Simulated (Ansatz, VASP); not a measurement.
# Two plane-wave programs on MgCdSe2

The input INCAR:

```
PREC = Accurate
ENCUT = 520
EDIFF = 1E-7
ISMEAR = 0
SIGMA = 0.01
LREAL = F
LASPH = T
NELM = 100
ALGO = Normal
ISIF = 2
LWAVE = F
LCHARG = F
GGA = PE
NBANDS = 21
```

Contents of KPOINTS:

```
regular mesh
0
Gamma
  6 6 6
```

Contents of POSCAR:

```
MgCdSe2
1.0
    1.9916049246      1.1498536394      6.4987378889
   -1.9916049246      1.1498536394      6.4987378889
    0.0000000000     -2.2997072787      6.4987378889
Mg Cd Se
1 1 2
Direct
    1.0000000000      0.0000000000      0.0000000000
    0.5000000000      0.5000000000      0.5000000000
    0.2535083611      0.2535083611      0.2535083611
    0.7464916389      0.7464916389      0.7464916389
```

Input for Ansatz:

```yaml
crystal:
  lattice:
    - [1.9916049246, 1.1498536394, 6.4987378889]
    - [-1.9916049246, 1.1498536394, 6.4987378889]
    - [0.0, -2.2997072787, 6.4987378889]
  atoms:
    - { symbol: Mg, position: [1.0, 0.0, 0.0] }
    - { symbol: Cd, position: [0.5, 0.5, 0.5] }
    - { symbol: Se, position: [0.2535083611, 0.2535083611, 0.2535083611] }
    - { symbol: Se, position: [0.7464916389, 0.7464916389, 0.7464916389] }
kpoints:
  mp_grid: { grid: [6, 6, 6] }
hamiltonian:
  xc: pbe
scf:
  occupations: { method: fixed }
  n_extra_bands: 5
output:
  forces: true
  stress: true
  eigenvalues: true
```

Alike in both runs: task single point; functional PBE; k mesh 6 × 6 × 6; no spin polarisation.

|  | VASP | Ansatz |
| --- | --- | --- |
| version | VASP 6.6.1 | Ansatz 0.2.0 |
| potentials or method | VASP PAW PBE potentials, release 64 (Mg, Cd, Se) | plane waves, PAW |
| plane-wave cutoff (eV) | 520 | 420 |
| occupations | gaussian, width 0.01 eV | fixed |
| valence electrons in the cell | 26 | 62 |

Ansatz gave:

| Property | Result |
| --- | --- |
| gap on the k mesh at the Fermi level (eV) | 0.59 |
| pressure (GPa) | 0.0 |
| traceless stress, the component that is largest in VASP (GPa) | -0.05 |
| rms of the force components (eV/Å) | 0.001 |

Question: Which values does VASP return?

Answer: gap on the k mesh at the Fermi level (eV): 0.57; pressure (GPa): 0.1; traceless stress, the component that is largest in VASP (GPa): -0.04; rms of the force components (eV/Å): 0.017.

Atom by atom the forces differ by 0.016 eV/Å (rms over components). VASP's potentials hold 26 valence electrons a cell and Ansatz's 62, so a difference there can come from the potentials and not from the codes.
